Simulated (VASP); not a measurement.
# Zr2Si4GePd (I-42m) in VASP: a series of runs

Runs on Zr2Si4GePd. Level: PBE. Tasks: single point, relaxation of cell and atoms.

All numbers are computed with VASP 6.6.1; they aren't measurements. Logs are shortened: lines on timing, memory, paths and dates and some standing lists are left out, and cuts for length are marked.

**1. The cell of the first run**

It takes space group I-42m (No. 121, tetragonal). The conventional cell has a = 5.922 Å, b = 5.922 Å, c = 7.559 Å, α = 90.00°, β = 90.00°, γ = 90.00°. Zr (site symmetry 222) has 8 Si at 2.84 to 2.86 Å and 2 Ge at 2.96 Å and 2 Pd at 2.96 Å and 2 Zr at 3.78 Å within 3.8 Å. Within 3.4 Å of Si (site symmetry m) lie 2 Pd at 2.52 to 3.15 Å and 2 Ge at 2.54 to 3.13 Å and 4 Zr at 2.84 to 2.86 Å and 5 Si at 3.02 to 3.37 Å. Ge (site symmetry -42m) has 8 Si at 2.54 to 3.13 Å and 4 Zr at 2.96 Å within 3.4 Å. Within 3.3 Å of Pd (site symmetry -42m) lie 8 Si at 2.52 to 3.15 Å and 4 Zr at 2.96 Å.

The cell was generated, and may not be a known phase.

**2. Single point, PBE**

File INCAR:

```
  ALGO = Normal
  EDIFF = 1E-6
  ENCUT = 520
  GGA = PE
  ISIF = 2
  ISMEAR = 0
  LASPH = T
  LCHARG = F
  LREAL = F
  LWAVE = F
  NBANDS = 42
  NELM = 80
  PREC = Accurate
  SIGMA = 0.2
```

File KPOINTS:

```
k-points
0
Gamma
  4 4 4
```

File POSCAR:

```
Zr2Si4GePd
1.0
   -2.9609008112      2.9609008112      3.7796622113
    2.9609008112     -2.9609008112      3.7796622113
    2.9609008112      2.9609008112     -3.7796622113
Zr Si Ge Pd
2 4 1 1
Direct
    0.5000000000      0.0000000000      0.5000000000
    0.0000000000      0.5000000000      0.5000000000
    0.9533315796      0.5511730113      0.0000000000
    0.5511730113      0.9533315796      0.0000000000
    0.0466684204      0.0466684204      0.5978414318
    0.4488269887      0.4488269887      0.4021585682
    0.5000000000      0.5000000000      0.0000000000
    0.0000000000      0.0000000000      0.0000000000
```

Potentials or basis: VASP PAW PBE potentials, release 64 (Zr_sv, Si, Ge_d, Pd).

The run is started by

```console
> cat potpaw_PBE.64/Zr_sv/POTCAR potpaw_PBE.64/Si/POTCAR potpaw_PBE.64/Ge_d/POTCAR potpaw_PBE.64/Pd/POTCAR > POTCAR
> mpirun -np 1 vasp_std > vasp.out
```

OUTCAR:

```text
EDIFF = 1E-6
   ENCUT = 520
   GGA = PE
   ISIF = 2
   ISMEAR = 0
   LASPH = T
   LREAL = F
   NELM = 80
   PREC = Accurate

 ion  position               nearest neighbor table
   1  0.500  0.000  0.500-   5 2.84   4 2.84   3 2.84   6 2.84   6 2.86   3 2.86   4 2.86   5 2.86
                             8 2.96   7 2.96   7 2.96   8 2.96   2 3.78   2 3.78
   2  0.000  0.500  0.500-   5 2.84   3 2.84   4 2.84   6 2.84   6 2.86   4 2.86   3 2.86   5 2.86
                             8 2.96   8 2.96   7 2.96   7 2.96   1 3.78   1 3.78
   3  0.953  0.551  0.000-   8 2.52   7 2.54   1 2.84   2 2.84   2 2.86   1 2.86   6 3.02   5 3.02
                             6 3.02   5 3.02   8 3.15
   4  0.551  0.953  0.000-   8 2.52   7 2.54   2 2.84   1 2.84   1 2.86   2 2.86   6 3.02   5 3.02
                             6 3.02   5 3.02   8 3.15
   5  0.047  0.047  0.598-   8 2.52   7 2.54   2 2.84   1 2.84   1 2.86   2 2.86   4 3.02   3 3.02
                             3 3.02   4 3.02   8 3.15
   6  0.449  0.449  0.402-   8 2.52   7 2.54   1 2.84   2 2.84   2 2.86   1 2.86   3 3.02   4 3.02
                             4 3.02   3 3.02   8 3.15
   7  0.500  0.500  0.000-   6 2.54   4 2.54   3 2.54   5 2.54   1 2.96   2 2.96   1 2.96   2 2.96

   8  0.000  0.000  0.000-   5 2.52   4 2.52   3 2.52   6 2.52   1 2.96   2 2.96   2 2.96   1 2.96
                             4 3.15   3 3.15   6 3.15   5 3.15

  LATTYP: Found a body centered tetragonal cell.
 ALAT       =     5.9218016224
 C/A-ratio  =     1.2765244270

  Lattice vectors:

 A1 = (  -2.9609008112,   2.9609008112,   3.7796622113)
 A2 = (   2.9609008112,  -2.9609008112,   3.7796622113)
 A3 = (   2.9609008112,   2.9609008112,  -3.7796622113)

Analysis of symmetry for initial positions (statically):
=====================================================================
 Subroutine PRICEL returns:
 Original cell was already a primitive cell.

 Routine SETGRP: Setting up the symmetry group for a
 body centered tetragonal supercell.

 Subroutine GETGRP returns: Found  8 space group operations
 (whereof  8 operations were pure point group operations)
 out of a pool of 16 trial point group operations.

The static configuration has the point symmetry D_2d.

Analysis of symmetry for dynamics (positions and initial velocities):
=====================================================================
 Subroutine PRICEL returns:
 Original cell was already a primitive cell.

 Routine SETGRP: Setting up the symmetry group for a
 body centered tetragonal supercell.

 Subroutine GETGRP returns: Found  8 space group operations
 (whereof  8 operations were pure point group operations)
[... 110 lines left out ...]
   POTIM  = 0.5000    time-step for ionic-motion
   TEBEG  =    0.0;   TEEND  =   0.0 temperature during run
   PSTRESS=    0.0 pullay stress
   NELECT =      64.0000    total number of electrons
   NUPDOWN=      -1.0000    fix difference up-down
   EMIN   =  10.00;   EMAX   =-10.00  energy-range for DOS
   EFERMI =   0.00;   METHOD = LEGACY
   ISMEAR =     0;   SIGMA  =   0.20  broadening in eV -4-tet -1-fermi 0-gaus
   EFERMI_NEDOS =   21; number of points for ismear=-14 and -15
   IALGO  =     38    algorithm
   IMIX   =      4    mixing-type and parameters
     AMIX     =   0.40;   BMIX     =  1.00
     AMIX_MAG =   1.60;   BMIX_MAG =  1.00
  volume/ion in A,a.u.               =      16.57       111.81
  Fermi-wavevector in a.u.,A,eV,Ry     =   1.284344  2.427058 22.443337  1.649539
  Thomas-Fermi vector in A             =   2.416543
   LORBIT       =      0    0 simple, 1 ext, 2 COOP (PROOUT), +10 PAW based schemes
   GGA     = PE    functional components
   LHFCALC =     F    Hartree Fock is set to
   AEXX    =    0.0000 exact exchange contribution
   IVDW    =     0    specifies the selected vdW correction
   LEPSILON=     F    determine dielectric tensor
   LRPA    =     F    only Hartree local field effects (RPA)
 non-spin polarized calculation
 Gauss-broadening in eV      SIGMA  =   0.20
  energy-cutoff  :      520.00
  volume of cell :      132.54
 maximum number of plane-waves:      3590
 NGX is ok and might be reduce to    42
   NGX = 21   NGY = 21   NGZ = 21

 number of electron      63.9999991 magnetization

 Free energy of the ion-electron system (eV)
  ---------------------------------------------------
  ext. energy  EPLUGINS =         0.00000000
  ---------------------------------------------------
  free energy    TOTEN  =       -51.38824058 eV

  energy without entropy =      -51.28302003  energy(sigma->0) =      -51.33563030

 E-fermi :   9.9520     XC(G=0): -11.5684

 val. band max:        9.9492295033   @ k =   0.5000  -0.0000   0.0000
 cond. band min:       9.9992208209   @ k =  -0.2500   0.2500   0.0000
 fundamental gap:      0.0499913175
 Fermi energy:         9.9519899016

 k-point     1 :       0.0000    0.0000    0.0000
  band No.  band energies     occupation
      1     -39.2420      2.00000
      2     -39.2325      2.00000
      3     -17.3962      2.00000
      4     -17.3962      2.00000
      5     -17.3463      2.00000
      6     -17.3141      2.00000
[... 574 lines left out ...]
     41      13.2761      0.00000
     42      13.2761      0.00000

------------------------ aborting loop because EDIFF is reached ----------------------------------------

  FORCE on cell =-STRESS in cart. coord.  units (eV):
  Direction    XX          YY          ZZ          XY          YZ          ZX
  --------------------------------------------------------------------------------------
  -------------------------------------------------------------------------------------
  Total       -0.0495295     -0.0495295     -0.1227269      0.0000000      0.0000000      0.0000000
  in kB       -0.5987065     -0.5987065     -1.4835071      0.0000000      0.0000000      0.0000000
  external PRESSURE =      -0.8936401 kB  Pullay stress =       0.0000000 kB

 VOLUME and BASIS-vectors are now :
 -----------------------------------------------------------------------------
  energy-cutoff  :      520.00
  volume of cell :      132.54
      direct lattice vectors                 reciprocal lattice vectors
    -2.960900811  2.960900811  3.779662211     0.000000000  0.168867528  0.132286954
     2.960900811 -2.960900811  3.779662211     0.168867528  0.000000000  0.132286954
     2.960900811  2.960900811 -3.779662211     0.168867528  0.168867528  0.000000000

 POSITION                                       TOTAL-FORCE (eV/Angst)
 -----------------------------------------------------------------------------------
      0.00000      2.96090      0.00000        -0.000000     -0.000000     -0.000000
      2.96090      0.00000      0.00000        -0.000000     -0.000000     -0.000000
     -1.19075      1.19075      5.68652        -0.006733      0.006733      0.010432
      1.19075     -1.19075      5.68652         0.006733     -0.006733      0.010432
      1.77015      1.77015     -1.90686        -0.006733     -0.006733     -0.010432
      1.19075      1.19075      1.87281         0.006733      0.006733     -0.010432
      0.00000      0.00000      3.77966         0.000000     -0.000000     -0.000000
      0.00000      0.00000      0.00000         0.000000     -0.000000      0.000000
 -----------------------------------------------------------------------------------
    total drift:                                0.000000      0.000000      0.000000

  FREE ENERGIE OF THE ION-ELECTRON SYSTEM (eV)
  ---------------------------------------------------
  free  energy   TOTEN  =       -51.3882405799 eV

  energy  without entropy=      -51.2830200259  energy(sigma->0) =      -51.33563030
```

OSZICAR:

```text
N       E                     dE             d eps       ncg     rms          rms(c)
DAV:   1     0.581440818921E+03    0.58144E+03   -0.29654E+04  1400   0.225E+03
DAV:   2     0.287348444502E+02   -0.55271E+03   -0.52634E+03  1182   0.706E+02
DAV:   3    -0.474835170421E+02   -0.76218E+02   -0.73964E+02  1430   0.144E+02
DAV:   4    -0.534646555347E+02   -0.59811E+01   -0.58995E+01  1672   0.386E+01
DAV:   5    -0.537439764892E+02   -0.27932E+00   -0.27887E+00  1544   0.757E+00    0.221E+01
DAV:   6    -0.516084374927E+02    0.21355E+01   -0.88527E+00  1396   0.178E+01    0.905E+00
DAV:   7    -0.515251822493E+02    0.83255E-01   -0.23978E+00  1616   0.111E+01    0.505E+00
DAV:   8    -0.513946509923E+02    0.13053E+00   -0.55503E-01  1374   0.538E+00    0.212E+00
DAV:   9    -0.513890416519E+02    0.56093E-02   -0.72671E-02  1512   0.121E+00    0.477E-01
DAV:  10    -0.513885769538E+02    0.46470E-03   -0.13567E-02  1652   0.660E-01    0.242E-01
DAV:  11    -0.513882161280E+02    0.36083E-03   -0.25682E-03  1464   0.350E-01    0.773E-02
DAV:  12    -0.513882476400E+02   -0.31512E-04   -0.24021E-04  1622   0.847E-02    0.305E-02
DAV:  13    -0.513882423778E+02    0.52622E-05   -0.15100E-05  1398   0.212E-02    0.138E-02
DAV:  14    -0.513882404551E+02    0.19227E-05   -0.60085E-06  1460   0.170E-02    0.252E-03
DAV:  15    -0.513882405799E+02   -0.12481E-06   -0.42938E-07   798   0.407E-03
   1 F= -.51388241E+02 E0= -.51335630E+02  d E =-.105221E+00
```

Wall time 2.2 min (1 thread of Intel Xeon 8259CL, shared host); peak memory 0.3 GiB.

Results:

- Free energy: -51.3882 eV
- Pressure: -0.1 GPa
- Largest force: 0.014 eV/Å
- Band gap on the k mesh: zero (bands 32 and 33 overlap by 0.34 eV)

Forces in eV/Å, atoms in the order of the input:
```
Zr   0.000  0.000  0.000
Zr   0.000  0.000  0.000
Si  -0.007  0.007  0.010
Si   0.007 -0.007  0.010
Si  -0.007 -0.007 -0.010
Si   0.007  0.007 -0.010
Ge   0.000  0.000  0.000
Pd   0.000  0.000  0.000
```

**3. Single point, PBE**

File INCAR:

```
SYSTEM = Zr2Si4GePd
PREC = Accurate
ENCUT = 520
EDIFF = 1E-6
ISMEAR = 0
SIGMA = 0.2
LREAL = .False.
LASPH = .True.
NELM = 100
ALGO = Normal
ISIF = 2
LWAVE = .False.
LCHARG = .False.
GGA = PE
NBANDS = 42
```

File KPOINTS:

```
Automatic mesh
0
Gamma
  6 6 6
  0 0 0
```

File POSCAR:

```
Zr2Si4GePd
1.0
    2.9831985750      2.9831985750     -3.7299317622
   -2.9831985750      2.9831985750      3.7299317622
    2.9831985750     -2.9831985750      3.7299317622
Zr Si Ge Pd
2 4 1 1
Direct
    0.5000000000      0.5000000000      0.0000000000
    0.5000000000      1.0000000000      0.5000000000
    1.0000000000      0.9524213719      0.5491589899
    0.0000000000      0.5491589899      0.9524213719
    0.5967376181      0.0475786281      0.0475786281
    0.4032623819      0.4508410101      0.4508410101
    0.0000000000      0.5000000000      0.5000000000
    0.0000000000      0.0000000000      0.0000000000
```

Potentials or basis: VASP PAW PBE potentials, release 64 (Zr_sv, Si, Ge_d, Pd).

The run is started by

```console
> cat potpaw_PBE.64/Zr_sv/POTCAR potpaw_PBE.64/Si/POTCAR potpaw_PBE.64/Ge_d/POTCAR potpaw_PBE.64/Pd/POTCAR > POTCAR
> mpirun -np 1 vasp_std > vasp.out
```

Wall time 5.4 min (1 thread of Intel Xeon 8259CL, shared host); peak memory 0.37 GiB.

It converged, with:

- Free energy: -51.4044 eV
- Pressure: -0.1 GPa
- Largest force: 0.030 eV/Å
- Band gap on the k mesh: zero (bands 32 and 33 overlap by 0.57 eV)

Forces in eV/Å, atoms in the order of the input:
```
Zr   0.000  0.000  0.000
Zr   0.000  0.000  0.000
Si   0.002 -0.002  0.030
Si  -0.002  0.002  0.030
Si   0.002  0.002 -0.030
Si  -0.002 -0.002 -0.030
Ge   0.000  0.000  0.000
Pd   0.000  0.000  0.000
```

Stress tensor (GPa, compression positive):
```
-0.25  0.00  0.00
 0.00 -0.25  0.00
 0.00  0.00  0.29
```

Levels at points of the mesh, in eV from the Fermi level:
```csv
k point,band 28,band 29,band 30,band 31,band 32,band 33,band 34,band 35,band 36,band 37
"(0.00, 0.00, 0.00)",-2.47,-2.47,-2.45,-1.48,0.13,0.84,0.84,1.32,1.51,3.00
"(0.50, 0.00, 0.00)",-2.76,-1.69,-1.22,-0.86,-0.31,-0.06,0.62,0.76,1.08,1.30
"(0.00, 0.50, 0.00)",-2.32,-2.14,-1.50,-0.65,0.06,0.18,0.86,0.90,1.43,2.21
"(0.50, 0.50, 0.50)",-1.45,-0.75,-0.75,-0.61,0.16,0.16,0.74,0.77,1.74,2.15
```

**4. Relaxation of cell and atoms, PBE**

This run uses another cell than the first one, of 16.20 Å³/atom.

File INCAR:

```
SYSTEM = Zr2Si4GePd
  PREC = Accurate
  ENCUT = 600
  EDIFF = 1E-7
  ISMEAR = 0
  SIGMA = 0.2
  LREAL = .False.
  LASPH = .True.
  NELM = 80
  ALGO = Normal
  ISIF = 3
  LWAVE = .False.
  LCHARG = .False.
  GGA = PE
  IBRION = 2
  NSW = 36
  EDIFFG = -0.08
```

File KPOINTS:

```
regular mesh
0
Gamma
  4 4 4
  0 0 0
```

File POSCAR:

```
Zr2Si4GePd
1.0
   -3.3437416300      3.3437416300      2.8975737200
    3.3437416300     -3.3437416300      2.8975737200
    3.3437416300      3.3437416300     -2.8975737200
Zr Si Ge Pd
2 4 1 1
Direct
    0.5000000000      0.0000000000      0.5000000000
    0.0000000000      0.5000000000      0.5000000000
    0.9018200000      0.5593709900      0.0000000000
    0.5593709900      0.9018200000      0.0000000000
    0.0981800000      0.0981800000      0.6575509900
    0.4406290100      0.4406290100      0.3424490100
    0.5000000000      0.5000000000      0.0000000000
    0.0000000000      0.0000000000      0.0000000000
```

The run is started by

```console
> cat potpaw_PBE.64/Zr_sv/POTCAR potpaw_PBE.64/Si/POTCAR potpaw_PBE.64/Ge_d/POTCAR potpaw_PBE.64/Pd/POTCAR > POTCAR
> mpirun -np 1 vasp_std > vasp.out
```

It took 49 min on 1 thread of Intel Xeon 8259CL, shared host; peak memory 0.41 GiB.

It converged, with:

```
Free energy                           : -51.3681 eV
Relaxed volume                        : 16.43 Å³/atom
Relaxed cell                          : a = 5.630 Å, b = 5.630 Å, c = 5.630 Å, α = 116.91°, β = 116.91°, γ = 95.44°
Space group after relaxing (to 0.1 Å) : I-42m (No. 121)
Energy gained by relaxing             : 572.1 meV/atom
Ionic steps                           : 21
Pressure after relaxing               : -0.1 GPa
Largest force after relaxing          : 0.045 eV/Å
Band gap on the k mesh                : zero (bands 32 and 33 overlap by 0.51 eV)
```

Forces on the atoms (eV/Å):
```
Zr   0.000  0.000  0.000
Zr   0.000  0.000  0.000
Si   0.032 -0.032  0.004
Si  -0.032  0.032  0.004
Si   0.032  0.032 -0.004
Si  -0.032 -0.032 -0.004
Ge   0.000  0.000  0.000
Pd   0.000  0.000  0.000
```

Stress tensor (GPa, compression positive):
```
-0.17  0.00  0.00
 0.00 -0.17  0.00
 0.00  0.00  0.13
```

The path:
```
step  energy change (eV)  largest force (eV/Å)  pressure (GPa)  volume (Å³)
   1              0.0000                5.3419           26.18       129.59
   2             -0.6535                0.5278          -17.49       185.28
   3             -3.0573                1.0209           -5.73       154.29
   4             -3.0660                1.1272           -4.86       153.11
   5             -3.0667                1.1815           -4.43       152.53
   6             -3.5753                0.8053           -1.37       144.78
   7             -3.8091                0.4742            4.06       135.65
   8             -3.9612                0.2045           -1.94       140.03
   9             -3.9617                0.1863           -1.60       139.75
  10             -4.0440                0.2381           -0.78       137.53
  11             -4.3826                0.2048            2.78       130.41
  12             -3.2945                0.1934           22.15       114.50
  13             -4.4425                0.1345            4.69       127.87
  14             -4.4414                0.0917            6.32       125.89
  15             -4.4503                0.0779            6.31       125.76
  16             -4.4610                0.0404            6.41       125.33
  17             -4.4777                0.0351            5.89       125.76
  18             -4.5197                0.0223            4.39       127.07
  19             -4.5687                0.0286            1.58       129.70
  20             -4.5373                0.0799           -3.28       135.09
  21             -4.5767                0.0448           -0.07       131.40
```

Final structure:
```
CELL_PARAMETERS angstrom
-2.94518 2.94518 3.78727
2.94518 -2.94518 3.78727
2.94518 2.94518 -3.78727
ATOMIC_POSITIONS crystal
Zr 0.50000 0.00000 0.50000
Zr 0.00000 0.50000 0.50000
Si 0.96613 0.53723 0.00000
Si 0.53723 0.96613 0.00000
Si 0.03387 0.03387 0.57110
Si 0.46277 0.46277 0.42890
Ge 0.50000 0.50000 0.00000
Pd 0.00000 0.00000 0.00000
```

Levels at points of the mesh, in eV from the Fermi level:
| k point | band 29 | band 30 | band 31 | band 32 | band 33 | band 34 | band 35 | band 36 |
| --- | --- | --- | --- | --- | --- | --- | --- | --- |
| (0.00, 0.00, 0.00) | -2.55 | -2.37 | -1.74 | 0.30 | 0.75 | 0.75 | 1.56 | 1.69 |
| (0.50, 0.00, 0.00) | -2.29 | -1.45 | -0.46 | 0.01 | 0.28 | 0.87 | 1.11 | 1.41 |
| (0.50, 0.50, 0.00) | -1.62 | -0.97 | -0.73 | -0.36 | -0.20 | 0.64 | 0.73 | 1.06 |
| (0.50, 0.50, 0.50) | -0.70 | -0.70 | -0.36 | 0.14 | 0.14 | 0.86 | 0.90 | 1.48 |

Caveat: the relaxation stopped at a loose force limit of 0.08 eV/Å, so its end isn't a converged minimum.

**5. Overview**

| task | cell | k mesh | cutoff (eV) | gap on the mesh (eV) | pressure (GPa) | largest force (eV/Å) |
| --- | --- | --- | --- | --- | --- | --- |
| single point | a = 5.641 Å, angles 116.7, 116.7, 95.9°, 8 atoms, atomic positions A | 4 × 4 × 4 | 520 | none | -0.1 | 0.01 |
| single point | a = 5.631 Å, angles 97.0, 116.0, 116.0°, 8 atoms, atomic positions B | 6 × 6 × 6 | 520 | none | -0.1 | 0.03 |
| relaxation of cell and atoms | relaxed from a = 5.546 Å, angles 105.8, 105.8, 117.0°, 8 atoms, atomic positions C | 4 × 4 × 4 | 600 | none | -0.1 | 0.04 |

Alike in all rows: level PBE; potentials or basis VASP PAW PBE potentials, release 64 (Zr_sv, Si, Ge_d, Pd); no spin polarisation; smearing gaussian 0.2 eV.

Caveats: the relaxation stopped at a loose force limit of 0.08 eV/Å, so its end isn't a converged minimum (at least some runs).

Absolute energies hang on the potentials; compare differences alone.

The gap in the log of VASP goes by the Fermi energy; the results here count the filled bands.